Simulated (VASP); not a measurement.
GaB: single point with BLYP

The system is GaB.

```xyz
2
Lattice="2.7182 0.0000 0.0000 0.0000 2.7182 0.0000 0.0000 0.0000 3.2362" Properties=species:S:1:pos:R:3 pbc="T T T"
Ga    1.3591    1.3591    1.6181
B     0.0000    0.0000    0.0000
```

```json
{"Program": "VASP 6.6.1", "Task": "single point", "Functional": "BLYP", "Potentials or basis": "VASP PAW PBE potentials, release 64 (Ga_d, B)", "Cutoff": "520 eV", "k mesh": "6 × 6 × 5", "Occupations": "fermi-dirac, width 0.05 eV", "Spin": "no spin polarisation"}
```

| Quantity | Value |
| --- | --- |
| Pressure | 8.5 GPa |
| Band gap on the k mesh | zero (band 8 reaches 11.33 eV, above the bottom of band 9 at 4.19 eV) |

Stress tensor (GPa, compression positive):
```
10.00  0.00  0.00
 0.00 10.00  0.00
 0.00  0.00  5.49
```

Levels at points of the mesh, in eV from the Fermi level:
```
           k point  band 6  band 7  band 8  band 9  band 10  band 11
(0.00, 0.00, 0.00)  -13.39   -1.83    1.67    2.46     2.46     9.29
(0.50, 0.00, 0.00)   -8.66   -8.35    1.68    4.76     5.20     5.37
(0.50, 0.50, 0.00)   -4.51   -4.51   -3.68   -2.19     2.98     7.44
```

Run time: 7.3 s on 1 thread of Intel(R) Xeon(R) 6975P-C (Granite Rapids), on a shared host, peak memory 0.13 GiB.

Caveat: the k points lie up to 0.39 Å⁻¹ apart; the PAW data sets were made with another functional, which shifts forces and pressure a little.
